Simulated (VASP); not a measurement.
A run of VASP 6.6.1 is set up as follows.

File INCAR:

```
PREC = Accurate
ENCUT = 520
EDIFF = 1E-7
ISMEAR = 0
SIGMA = 0.1
LREAL = False
LASPH = True
NELM = 100
ALGO = Normal
ISIF = 2
LWAVE = False
LCHARG = False
LDIPOL = True
IDIPOL = 3
DIPOL = 0.5 0.5 0.337
GGA = PE
NBANDS = 28
```

Contents of KPOINTS:

```
Automatic mesh
0
Gamma
  9 3 1
```

POSCAR

```
Al9O
1.0
    2.8543223330      0.0000000000      0.0000000000
   -1.4271611665      9.7033329366      0.0000000000
    0.0000000000      0.0000000000     20.2902708969
Al O
9 1
Direct
    0.5324485604      0.0648971207      0.1971388169
    0.6709687938      0.3419375876      0.2462255645
    0.2986728405      0.5973456810      0.2560429140
    0.9263768872      0.8527537744      0.2658602636
    0.0639738222      0.1277383808      0.3154281718
    0.1995905480      0.4042696935      0.3707822583
    0.8288544886      0.6597110299      0.3785032288
    0.4526361687      0.9111292155      0.3874342692
    0.3465072989      0.1898524983      0.4520545234
    0.8425232094      0.1814597089      0.4970085024
```

Potentials or basis: VASP PAW PBE potentials, release 64 (Al, O).

Run with:

```bash
$ cat potpaw_PBE.64/Al/POTCAR potpaw_PBE.64/O/POTCAR > POTCAR
$ mpirun -np 1 vasp_std > vasp.out
```

Task: What does it give for the largest force?

Result: 0.471 eV/Å.

Task: Estimate the band gap on the k mesh.

Result: Zero (an odd number of electrons rules out a gap without spin polarisation).

Forces on the atoms (eV/Å):
```
Al  -0.025  0.176 -0.022
Al   0.055  0.125  0.021
Al   0.008 -0.145  0.039
Al  -0.030 -0.225 -0.123
Al   0.120  0.156  0.428
Al  -0.025  0.232 -0.305
Al   0.006 -0.115  0.046
Al  -0.012 -0.074 -0.080
Al   0.008  0.005 -0.033
O   -0.107 -0.134  0.029
```

Caveat: an odd number of electrons without spin polarisation forces a metal; a magnetic or distorted state may lie lower.
